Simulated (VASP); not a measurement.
Wanted: the native input for a VASP 6.6.1 run.

```yaml
Task: single point
Functional: r2SCAN
Potentials_or_basis: VASP PAW PBE potentials, release 64 (Y_sv)
Cutoff: 520 eV
k_mesh: 14 × 14 × 14
Occupations: gaussian, width 0.1 eV
Spin: no spin polarisation
Dipole_correction: no
Further_INCAR_settings: ALGO = Normal; EDIFF = 1e-06; NBANDS = 12
```

Crystal: Y.

```xyz
1
Lattice="0.0000 2.6328 2.6328 2.6328 0.0000 2.6328 2.6328 2.6328 0.0000" Properties=species:S:1:pos:R:3 pbc="T T T"
Y     0.0000    0.0000    0.0000
```

This isn't the form of Y at room conditions, which is hcp.

These files were run (other wordings do the same):

POSCAR

```
Y
1.0
    0.0000000000      2.6327810196      2.6327810196
    2.6327810196      0.0000000000      2.6327810196
    2.6327810196      2.6327810196      0.0000000000
Y
1
Direct
    0.0000000000      0.0000000000      0.0000000000
```

INCAR.step1

```
SYSTEM = Y
  ALGO = Normal
  EDIFF = 1E-4
  ENCUT = 520
  GGA = PE
  ISMEAR = 0
  LASPH = .TRUE.
  LCHARG = .FALSE.
  LREAL = .FALSE.
  LWAVE = .TRUE.
  NBANDS = 12
  NELM = 60
  PREC = Accurate
  SIGMA = 0.1
```

INCAR.step2

```
SYSTEM = Y
  ALGO = Normal
  EDIFF = 1E-6
  ENCUT = 520
  ISIF = 2
  ISMEAR = 0
  ISTART = 1
  LASPH = .TRUE.
  LCHARG = .FALSE.
  LMIXTAU = .TRUE.
  LREAL = .FALSE.
  LWAVE = .FALSE.
  METAGGA = R2SCAN
  NBANDS = 12
  NELM = 60
  PREC = Accurate
  SIGMA = 0.1
```

KPOINTS

```
k-points
0
G
  14 14 14
  0 0 0
```

Potentials or basis: VASP PAW PBE potentials, release 64 (Y_sv).

Launch:

```bash
$ cat potpaw_PBE.64/Y_sv/POTCAR > POTCAR
$ cp INCAR.step1 INCAR
$ mpirun -np 1 vasp_std > vasp.out
$ cp INCAR.step2 INCAR
$ mpirun -np 1 vasp_std > vasp.out
```

Results of the run:

The pressure is -3.0 GPa. The band gap on the k mesh is zero (an odd number of electrons rules out a gap without spin polarisation).

Caveat: the PAW data sets were made with another functional, which shifts forces and pressure a little.

It took 5.2 min on 1 thread of Intel Xeon 8259CL, with other jobs on the host, peak memory 0.21 GiB.
